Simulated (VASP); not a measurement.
# SnTe2 (R-3m) in VASP: a series of runs

SnTe2 is run at these levels: PBE; tasks: single point.

Program: VASP 6.6.1. These are calculated values, not measurements. Logs are shortened: lines on timing, memory, paths and dates and some standing lists are left out, and cuts for length are marked.

### 1 The cell of the first run

It takes space group R-3m (No. 166, trigonal). Conventional cell: a = 4.177 Å, b = 4.177 Å, c = 18.873 Å, α = 90.00°, β = 90.00°, γ = 120.00°. Sn (site symmetry -3m) has 6 Te at 2.97 Å within 3.9 Å. Within 3.9 Å of Te (site symmetry 3m) lie 3 Sn at 2.97 Å and 3 Te at 3.71 Å.

### 2 Single point, PBE

File INCAR:

```
  PREC = Accurate
  ENCUT = 500
  EDIFF = 1E-6
  ISMEAR = -1
  SIGMA = 0.5
  LREAL = F
  LASPH = T
  NELM = 120
  ALGO = Normal
  ISIF = 2
  LWAVE = F
  LCHARG = F
  GGA = PE
  NBANDS = 20
  GGA_COMPAT = F
```

File KPOINTS:

```
regular mesh
0
Gamma
  6 6 6
```

File POSCAR:

```
SnTe2
1.0
    2.0883103927      1.2056865674      6.2909642825
   -2.0883103927      1.2056865674      6.2909642825
    0.0000000000     -2.4113731348      6.2909642825
Sn Te
1 2
Direct
    0.0000000000      0.0000000000      0.0000000000
    0.2413664390      0.2413664390      0.2413664390
    0.7586335610      0.7586335610      0.7586335610
```

Potentials or basis: VASP PAW PBE potentials, release 64 (Sn_d, Te).

On the command line:

```bash
$ cat potpaw_PBE.64/Sn_d/POTCAR potpaw_PBE.64/Te/POTCAR > POTCAR
$ mpirun -np 1 vasp_std > vasp.out
```

OUTCAR:

```text
PREC = Accurate
   ENCUT = 500
   EDIFF = 1E-6
   ISMEAR = -1
   LREAL = F
   LASPH = T
   NELM = 120
   ISIF = 2
   GGA = PE

 ion  position               nearest neighbor table
   1  0.000  0.000  0.000-   3 2.97   3 2.97   2 2.97   2 2.97   3 2.97   2 2.97
   2  0.241  0.241  0.241-   1 2.97   1 2.97   1 2.97
   3  0.759  0.759  0.759-   1 2.97   1 2.97   1 2.97

  LATTYP: Found a trigonal (rhomboedric) cell.
 ALAT       =     6.7372807570
 COS(alpha) =     0.8078453919

  Lattice vectors:

 A1 = (   2.0883103927,   1.2056865674,   6.2909642825)
 A2 = (  -2.0883103927,   1.2056865674,   6.2909642825)
 A3 = (   0.0000000000,  -2.4113731348,   6.2909642825)

Analysis of symmetry for initial positions (statically):
=====================================================================
 Subroutine PRICEL returns:
 Original cell was already a primitive cell.

 Routine SETGRP: Setting up the symmetry group for a
 trigonal (rhombohedral) supercell.

 Subroutine GETGRP returns: Found 12 space group operations
 (whereof 12 operations were pure point group operations)
 out of a pool of 12 trial point group operations.

The static configuration has the point symmetry D_3d.

Analysis of symmetry for dynamics (positions and initial velocities):
=====================================================================
 Subroutine PRICEL returns:
 Original cell was already a primitive cell.

 Routine SETGRP: Setting up the symmetry group for a
 trigonal (rhombohedral) supercell.

 Subroutine GETGRP returns: Found 12 space group operations
 (whereof 12 operations were pure point group operations)
 out of a pool of 12 trial point group operations.

The dynamic configuration has the point symmetry D_3d.

 Subroutine INISYM returns: Found 12 space group operations
 (whereof 12 operations are pure point group operations),
 and found     1 'primitive' translations

----------------------------------------------------------------------------------------

                                     Primitive cell

  volume of cell :      95.0381

  direct lattice vectors                    reciprocal lattice vectors
     2.088310393  1.205686567  6.290964283     0.239428009  0.138233826  0.052986048
    -2.088310393  1.205686567  6.290964283    -0.239428009  0.138233826  0.052986048
     0.000000000 -2.411373135  6.290964283     0.000000000 -0.276467651  0.052986048

  length of vectors
     6.737280757  6.737280757  6.737280757     0.281499349  0.281499349  0.281499349

  position of ions in fractional coordinates (direct lattice)
     0.000000000  0.000000000  0.000000000
     0.241366439  0.241366439  0.241366439
     0.758633561  0.758633561  0.758633561

  ion indices of the primitive-cell ions
   primitive index   ion index
                 1           1
                 2           2
                 3           3

----------------------------------------------------------------------------------------

 KPOINTS: regular mesh

Automatic generation of k-mesh.
 Grid dimensions read from file:
 generate k-points for:    6    6    6

 Generating k-lattice:

  Cartesian coordinates                     Fractional coordinates (reciprocal lattice)
     0.039904668  0.023038971  0.008831008     0.166666667  0.000000000  0.000000000
    -0.039904668  0.023038971  0.008831008     0.000000000  0.166666667  0.000000000
     0.000000000 -0.046077942  0.008831008     0.000000000  0.000000000  0.166666667

  Length of vectors
     0.046916558  0.046916558  0.046916558

  Shift w.r.t. Gamma in fractional coordinates (k-lattice)
     0.000000000  0.000000000  0.000000000

 Subroutine IBZKPT returns following result:
 ===========================================

 Found     32 irreducible k-points:

 Following reciprocal coordinates:
            Coordinates               Weight
  0.000000  0.000000  0.000000      1.000000
  0.166667 -0.000000  0.000000      6.000000
  0.333333 -0.000000  0.000000      6.000000
  0.500000  0.000000  0.000000      3.000000
  0.166667  0.166667  0.000000      6.000000
  0.333333  0.166667  0.000000     12.000000
[... 16 lines left out ...]
  0.500000  0.500000  0.166667      6.000000
 -0.333333  0.500000  0.166667     12.000000
 [... further k-points ...]
   k-points           NKPTS =     32   k-points in BZ     NKDIM =     32   number of bands    NBANDS=     20
   number of dos      NEDOS =    301   number of ions     NIONS =      3
   total plane-waves  NPLWV = 125000
   dimension x,y,z NGX =    50 NGY =   50 NGZ =   50
   dimension x,y,z NGXF=   100 NGYF=  100 NGZF=  100
   ions per type =               1   2
   NGX,Y,Z   is equivalent  to a cutoff of  12.34, 12.34, 12.34 a.u.
   NGXF,Y,Z  is equivalent  to a cutoff of  24.68, 24.68, 24.68 a.u.
 SYSTEM =  unknown system
   PREC   = accura    normal or accurate (medium, high low for compatibility)
   ISTART =      0    job   : 0-new  1-cont  2-samecut
   ICHARG =      2    charge: 1-file 2-atom 10-const
   ISPIN  =      1    spin polarized calculation?
   LNONCOLLINEAR =      F non collinear calculations
   LSORBIT =      F    spin-orbit coupling
   LASPH  =      T    aspherical Exc in radial PAW
   ENCUT  =  500.0 eV  36.75 Ry    6.06 a.u.  12.28 12.28 12.28*2*pi/ulx,y,z
   NELM   =    120;   NELMIN=  2; NELMDL= -5     # of ELM steps
   EDIFF  = 0.1E-05   stopping-criterion for ELM
   LREAL  =      F    real-space projection
   EDIFFG = 0.1E-04   stopping-criterion for IOM
   NSW    =      0    number of steps for IOM
   IBRION =     -1    ionic relax: 0-MD 1-quasi-New 2-CG
   NFREE  =      0    steps in history (QN), initial steepest desc. (CG)
   ISIF   =      2    stress and relaxation
   ISYM   =      2    0-nonsym 1-usesym 2-fastsym
   POTIM  = 0.5000    time-step for ionic-motion
   TEBEG  =    0.0;   TEEND  =   0.0 temperature during run
   PSTRESS=    0.0 pullay stress
   NELECT =      26.0000    total number of electrons
   NUPDOWN=      -1.0000    fix difference up-down
   EMIN   =  10.00;   EMAX   =-10.00  energy-range for DOS
   EFERMI =   0.00;   METHOD = LEGACY
   ISMEAR =    -1;   SIGMA  =   0.50  broadening in eV -4-tet -1-fermi 0-gaus
   EFERMI_NEDOS =   21; number of points for ismear=-14 and -15
   IALGO  =     38    algorithm
   IMIX   =      4    mixing-type and parameters
     AMIX     =   0.40;   BMIX     =  1.00
     AMIX_MAG =   1.60;   BMIX_MAG =  1.00
  volume/ion in A,a.u.               =      31.68       213.78
  Fermi-wavevector in a.u.,A,eV,Ry     =   1.062755  2.008316 15.367086  1.129449
  Thomas-Fermi vector in A             =   2.198217
   LORBIT       =      0    0 simple, 1 ext, 2 COOP (PROOUT), +10 PAW based schemes
   GGA     = PE    functional components
   LHFCALC =     F    Hartree Fock is set to
   AEXX    =    0.0000 exact exchange contribution
   IVDW    =     0    specifies the selected vdW correction
   LEPSILON=     F    determine dielectric tensor
   LRPA    =     F    only Hartree local field effects (RPA)
 non-spin polarized calculation
  energy-cutoff  :      500.00
  volume of cell :       95.04
 maximum number of plane-waves:      2437
 NGX is ok and might be reduce to    50
   NGX = 25   NGY = 25   NGZ = 25

 number of electron      26.0000003 magnetization

 Free energy of the ion-electron system (eV)
  ---------------------------------------------------
  ext. energy  EPLUGINS =         0.00000000
  ---------------------------------------------------
  free energy    TOTEN  =       -11.08483338 eV

  energy without entropy =       -9.72138138  energy(sigma->0) =      -10.40310738

 E-fermi :   6.2901     XC(G=0):  -9.3869

 val. band max:        6.2129292838   @ k =   0.3333   0.3333   0.0000
 cond. band min:       6.3070509424   @ k =   0.1667   0.1667   0.0000
 fundamental gap:      0.0941216586
 Fermi energy:         6.2900552272

 k-point     1 :       0.0000    0.0000    0.0000
  band No.  band energies     occupation
      1     -15.2818      2.00000
      2     -15.2818      2.00000
      3     -15.2599      2.00000
      4     -15.2524      2.00000
      5     -15.2524      2.00000
      6      -6.4538      2.00000
[... 12 lines left out ...]
     19      12.5102      0.00001
     20      12.9613      0.00000

 k-point     2 :       0.1667   -0.0000    0.0000
  band No.  band energies     occupation
      1     -15.2869      2.00000
      2     -15.2797      2.00000
      3     -15.2576      2.00000
      4     -15.2531      2.00000
      5     -15.2502      2.00000
      6      -6.1965      2.00000
[... 12 lines left out ...]
     19      12.9725      0.00000
     20      13.1494      0.00000

 k-point     3 :       0.3333   -0.0000    0.0000
  band No.  band energies     occupation
      1     -15.2976      2.00000
      2     -15.2772      2.00000
      3     -15.2584      2.00000
      4     -15.2487      2.00000
      5     -15.2442      2.00000
      6      -5.4850      2.00000
[... 12 lines left out ...]
     19      13.8102      0.00000
     20      13.9835      0.00000

 k-point     4 :       0.5000    0.0000    0.0000
  band No.  band energies     occupation
      1     -15.3031      2.00000
      2     -15.2767      2.00000
      3     -15.2598      2.00000
      4     -15.2454      2.00000
      5     -15.2405      2.00000
      6      -4.6378      2.00000
[... 12 lines left out ...]
     19      13.4631      0.00000
     20      15.1358      0.00000

 k-point     5 :       0.1667    0.1667    0.0000
  band No.  band energies     occupation
      1     -15.2869      2.00000
      2     -15.2797      2.00000
      3     -15.2576      2.00000
      4     -15.2531      2.00000
      5     -15.2502      2.00000
      6      -6.1732      2.00000
[... 12 lines left out ...]
     19      12.9089      0.00000
     20      13.0728      0.00000
[... 353 lines left out ...]
      6      -4.6943      2.00000
[... 12 lines left out ...]
     19      13.2592      0.00000
     20      14.4716      0.00000

 k-point    22 :      -0.1667    0.3333    0.1667
  band No.  band energies     occupation
      1     -15.2981      2.00000
      2     -15.2809      2.00000
      3     -15.2559      2.00000
      4     -15.2479      2.00000
      5     -15.2426      2.00000
      6      -4.9650      2.00000
[... 12 lines left out ...]
     19      13.2567      0.00000
     20      14.1455      0.00000

 k-point    23 :       0.5000    0.5000    0.1667
  band No.  band energies     occupation
      1     -15.2976      2.00000
      2     -15.2772      2.00000
      3     -15.2584      2.00000
      4     -15.2486      2.00000
      5     -15.2442      2.00000
      6      -5.2389      2.00000
[... 12 lines left out ...]
     19      13.5787      0.00000
     20      14.2463      0.00000

 k-point    24 :      -0.3333    0.5000    0.1667
  band No.  band energies     occupation
      1     -15.2982      2.00000
      2     -15.2808      2.00000
      3     -15.2559      2.00000
      4     -15.2479      2.00000
      5     -15.2425      2.00000
      6      -4.7482      2.00000
[... 12 lines left out ...]
     19      13.4083      0.00000
     20      14.6707      0.00000

 [... further k-points ...]
[... 5 lines left out ...]
  --------------------------------------------------------------------------------------
  -------------------------------------------------------------------------------------
  Total        2.0684010      2.0684010      2.5360101     -0.0000000      0.0000000      0.0000000
  in kB       34.8696337     34.8696337     42.7527071     -0.0000000      0.0000000      0.0000000
  external PRESSURE =      37.4973248 kB  Pullay stress =       0.0000000 kB

 VOLUME and BASIS-vectors are now :
 -----------------------------------------------------------------------------
  energy-cutoff  :      500.00
  volume of cell :       95.04
      direct lattice vectors                 reciprocal lattice vectors
     2.088310393  1.205686567  6.290964283     0.239428009  0.138233826  0.052986048
    -2.088310393  1.205686567  6.290964283    -0.239428009  0.138233826  0.052986048
     0.000000000 -2.411373135  6.290964283     0.000000000 -0.276467651  0.052986048

 POSITION                                       TOTAL-FORCE (eV/Angst)
 -----------------------------------------------------------------------------------
      0.00000      0.00000      0.00000        -0.000000      0.000000      0.000000
      0.00000      0.00000      4.55528         0.000000     -0.000000     -0.566738
      0.00000      0.00000     14.31761         0.000000      0.000000      0.566738
 -----------------------------------------------------------------------------------
    total drift:                                0.000000     -0.000000      0.000000

  FREE ENERGIE OF THE ION-ELECTRON SYSTEM (eV)
  ---------------------------------------------------
  free  energy   TOTEN  =       -11.0848333834 eV

  energy  without entropy=       -9.7213813802  energy(sigma->0) =      -10.40310738
```

It took 99 s on 1 thread of Intel Xeon Platinum 8488C (Sapphire Rapids), shared host; peak memory 0.36 GiB.

Results:

```yaml
Free_energy: -11.0848 eV
Pressure: 3.7 GPa
Largest_force: 0.567 eV/Å
Band_gap_on_the_k_mesh: zero (band 13 reaches 6.36 eV, above the bottom of band 14 at 5.60 eV)
```

Forces on the atoms (eV/Å):
```
Sn   0.000  0.000  0.000
Te   0.000  0.000 -0.567
Te   0.000  0.000  0.567
```

Caveat: spin-orbit coupling is left out, which moves the levels of the heavy elements.

(Part 1 of 2 ends here.)
